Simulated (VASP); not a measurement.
Set up this calculation in VASP 6.6.1, as the native input.

- Task: single point
- Functional: r2SCAN
- Potentials or basis: VASP PAW PBE potentials, release 64 (Sc_sv, Zn)
- Cutoff: 520 eV
- k mesh: 6 × 6 × 6
- Occupations: gaussian, width 0.1 eV
- Spin: no spin polarisation
- Dipole correction: no
- Further INCAR settings: ALGO = Normal; EDIFF = 1e-06; NBANDS = 18

Crystal: ScZn.

```
Sc Zn
1.0
     3.35000    0.00000    0.00000
     0.00000    3.35000    0.00000
     0.00000    0.00000    3.35000
Sc Zn
1 1
Direct
  0.00000 0.00000 0.00000
  0.50000 0.50000 0.50000
```

These files were run (other wordings do the same):

POSCAR

```
ScZn
1.0
    3.3500000000      0.0000000000      0.0000000000
    0.0000000000      3.3500000000      0.0000000000
    0.0000000000      0.0000000000      3.3500000000
Sc Zn
1 1
Direct
    0.0000000000      0.0000000000      0.0000000000
    0.5000000000      0.5000000000      0.5000000000
```

INCAR.step1

```
SYSTEM = ScZn
PREC = Accurate
ENCUT = 520
ISMEAR = 0
SIGMA = 0.1
LREAL = .False.
LASPH = .True.
NELM = 100
NBANDS = 18
GGA = PE
ALGO = Normal
EDIFF = 1E-4
LWAVE = .True.
LCHARG = .False.
```

INCAR.step2

```
SYSTEM = ScZn
PREC = Accurate
ENCUT = 520
EDIFF = 1E-6
ISMEAR = 0
SIGMA = 0.1
LREAL = .False.
LASPH = .True.
NELM = 100
ALGO = Normal
ISIF = 2
LWAVE = .False.
LCHARG = .True.
METAGGA = R2SCAN
LMIXTAU = .True.
LELF = .True.
LVHAR = .True.
NBANDS = 18
ISTART = 1
```

KPOINTS

```
Automatic mesh
0
Gamma
  6 6 6
  0 0 0
```

Potentials or basis: VASP PAW PBE potentials, release 64 (Sc_sv, Zn).

Launch:

```bash
$ cat potpaw_PBE.64/Sc_sv/POTCAR potpaw_PBE.64/Zn/POTCAR > POTCAR
$ cp INCAR.step1 INCAR
$ mpirun -np 1 vasp_std > vasp.out
$ cp INCAR.step2 INCAR
$ mpirun -np 1 vasp_std > vasp.out
```

It gave:

| Property | Result |
| --- | --- |
| Pressure | -1.1 GPa |

Caveat: the PAW data sets were made with another functional, which shifts forces and pressure a little.

It took 42 s on 1 thread of AMD EPYC 9R45 96-Core Processor (Zen 5) (shared host), peak memory 0.14 GiB.
